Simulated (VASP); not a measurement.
AgCl: electric field gradients with PBE

AgCl:

```
Ag Cl
1.0
     0.02773    2.78702    2.78702
     2.78702    0.02773    2.78702
     2.78702    2.78702    0.02773
Ag Cl
1 1
Direct
  0.50000 0.50000 0.50000
  0.00000 0.00000 0.00000
```

This cell differs from its parent crystal: equal xy, yz and zx shear strains of +1 %.

```json
{
 "Program": "VASP 6.6.1",
 "Task": "electric field gradients",
 "Functional": "PBE",
 "Potentials or basis": "VASP PAW PBE potentials, release 64 (Ag, Cl)",
 "Cutoff": "520 eV",
 "k mesh": "9 × 9 × 9",
 "Occupations": "fermi-dirac, width 0.01 eV",
 "Spin": "no spin polarisation",
 "Dipole correction": "no",
 "Further INCAR settings": "ALGO = Normal; EDIFF = 1e-08; NBANDS = 16"
}
```

```
Pressure                                : 1.5 GPa
Band gap on the k mesh                  : 0.94 eV (least direct gap 3.13 eV)
Largest electric field gradient by atom : Ag -2.2; Cl +4.4 V/Å²
```

Stress tensor (GPa, compression positive):
```
 1.47 -0.05 -0.05
-0.05  1.47 -0.05
-0.05 -0.05  1.47
```

Levels at points of the mesh, in eV from the valence-band top:
| k point | band 6 | band 7 | band 8 | band 9 | band 10 | band 11 | band 12 | band 13 |
| --- | --- | --- | --- | --- | --- | --- | --- | --- |
| (0.00, 0.00, 0.00) | -2.36 | -2.33 | -2.27 | -2.27 | 0.94 | 10.77 | 10.95 | 10.95 |

Electric field gradients, principal values (V/Å²):
```csv
atom,least,middle,greatest (by size)
1 Ag,1.087,1.087,-2.174
2 Cl,-2.209,-2.209,4.418
```

Run time: 90 s on 1 thread of Intel Xeon 8259CL, on a shared host, peak memory 0.21 GiB.

Caveat: the cell differs from its parent crystal (equal xy, yz and zx shear strains of +1 %); without QUAD_EFG the Cq values of the log hold for a quadrupole moment of 1 mb, not for the nuclei; an odd mesh through Γ misses points on the zone boundary, where band edges can lie.
